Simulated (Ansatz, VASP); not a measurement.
One calculation of W, two programs

File INCAR:

```
SYSTEM = W
PREC = Accurate
ENCUT = 600
EDIFF = 1E-7
ISMEAR = -1
SIGMA = 0.1
LREAL = .False.
LASPH = .True.
NELM = 60
ALGO = Normal
ISIF = 3
LWAVE = .False.
LCHARG = .False.
IBRION = 2
NSW = 80
EDIFFG = -0.01
```

Contents of KPOINTS:

```
Automatic mesh
0
Gamma
  10 10 10
  0 0 0
```

Contents of POSCAR:

```
W
1.0
    0.0000000000      2.7760741367      2.7760741367
    2.7760741367      0.0000000000      2.7760741367
    2.7760741367      2.7760741367      0.0000000000
W
2
Direct
    0.1250000000      0.1250000000      0.1250000000
    0.8750000000      0.8750000000      0.8750000000
```

Input for Ansatz:

```yaml
crystal:
  lattice:
    - [0.0, 2.7760741367, 2.7760741367]
    - [2.7760741367, 0.0, 2.7760741367]
    - [2.7760741367, 2.7760741367, 0.0]
  atoms:
    - { symbol: W, position: [0.125, 0.125, 0.125] }
    - { symbol: W, position: [0.875, 0.875, 0.875] }
hamiltonian:
  xc: lda
  pseudopotentials:
    kind: paw
    azcp:
      W: "pseudopotentials/W.paw.azcp"
basis:
  ecutwfc: 420
  fft_grid_basis: typed
kpoints:
  mp_grid: { grid: [10, 10, 10], shift: [0, 0, 0] }
magnetization:
  spin_polarized: false
scf:
  occupations: { method: fermi_dirac, width: 0.1 }
relax:
  max_steps: 60
  f_tol: 0.01
  cell: {}
```

Alike in both runs: task relaxation of cell and atoms; functional LDA; k mesh 10 × 10 × 10; occupations fermi-dirac, width 0.1 eV; no spin polarisation.

|  | VASP | Ansatz |
| --- | --- | --- |
| version | VASP 6.6.1 | Ansatz 0.2.0 |
| potentials or method | VASP PAW LDA potentials, release 64 (W_sv), cutoff 600 eV | plane waves (420 eV) with PAW, scalar-relativistic |
| valence electrons in the cell | 28 | 28 |

Ansatz gave:

| Property | Result |
| --- | --- |
| relaxed volume (Å³/atom) | 23.30 |
| relaxed cell length with the largest relative difference (Å) | 4.039 |

Task: Which values does VASP return?

Result: Relaxed volume (Å³/atom): 23.49; relaxed cell length with the largest relative difference (Å): 4.050.

Ansatz warns that its potentials were made for another functional, while VASP's fit it. LDA's correlation is that of Perdew and Zunger in VASP and of Perdew and Wang (1992) in Ansatz.

Spin-orbit coupling is off throughout.
